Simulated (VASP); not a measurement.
Here is a VASP 6.6.1 calculation.

Contents of INCAR:

```
SYSTEM = CdHg5Se6
PREC = Accurate
ENCUT = 520
EDIFF = 1E-6
ISMEAR = 0
SIGMA = 0.2
LREAL = .FALSE.
LASPH = .TRUE.
NELM = 60
ALGO = Normal
ISIF = 2
LWAVE = .FALSE.
LCHARG = .FALSE.
GGA = PE
NBANDS = 66
```

File KPOINTS:

```
Automatic mesh
0
G
  6 6 1
  0 0 0
```

POSCAR

```
CdHg5Se6
1.0
    4.4194646992     -0.0000000289      0.0000000000
   -2.2097323246      3.8273687151      0.0000000000
    0.0000000000      0.0000000000     21.6728949000
Cd Hg Se
1 5 6
Direct
    0.3333333333      0.6666666667      0.4994680000
    0.6666666667      0.3333333333      0.9998760000
    0.6666666667      0.3333333333      0.3345090000
    0.6666666667      0.3333333333      0.6655650000
    0.3333333333      0.6666666667      0.1671060000
    0.3333333333      0.6666666667      0.8326100000
    0.6666666667      0.3333333333      0.1253310000
    0.6666666667      0.3333333333      0.4599470000
    0.6666666667      0.3333333333      0.7909480000
    0.3333333333      0.6666666667      0.2925430000
    0.3333333333      0.6666666667      0.6239990000
    0.3333333333      0.6666666667      0.9580970000
```

Potentials or basis: VASP PAW PBE potentials, release 64 (Cd, Hg, Se).

Launch:

```sh
$ cat potpaw_PBE.64/Cd/POTCAR potpaw_PBE.64/Hg/POTCAR potpaw_PBE.64/Se/POTCAR > POTCAR
$ mpirun -np 1 vasp_std > vasp.out
```

Problem. What does it give for the band gap on the k mesh?

Solution. Zero (filled and empty bands touch).

Problem. Estimate the largest force.

Solution. 0.011 eV/Å.

Problem. Estimate the pressure.

Solution. 0.2 GPa.

Forces in eV/Å, atoms in the order of the input:
```
Cd   0.000  0.000  0.002
Hg   0.000  0.000  0.006
Hg   0.000  0.000  0.007
Hg   0.000  0.000 -0.001
Hg   0.000  0.000  0.011
Hg   0.000  0.000  0.004
Se   0.000  0.000 -0.008
Se   0.000  0.000 -0.003
Se   0.000  0.000 -0.001
Se   0.000  0.000 -0.011
Se   0.000  0.000  0.000
Se   0.000  0.000 -0.005
```

Caveat: semilocal functionals underestimate gaps, and a narrow one can read as zero; spin-orbit coupling is left out, which moves the levels of the heavy elements.
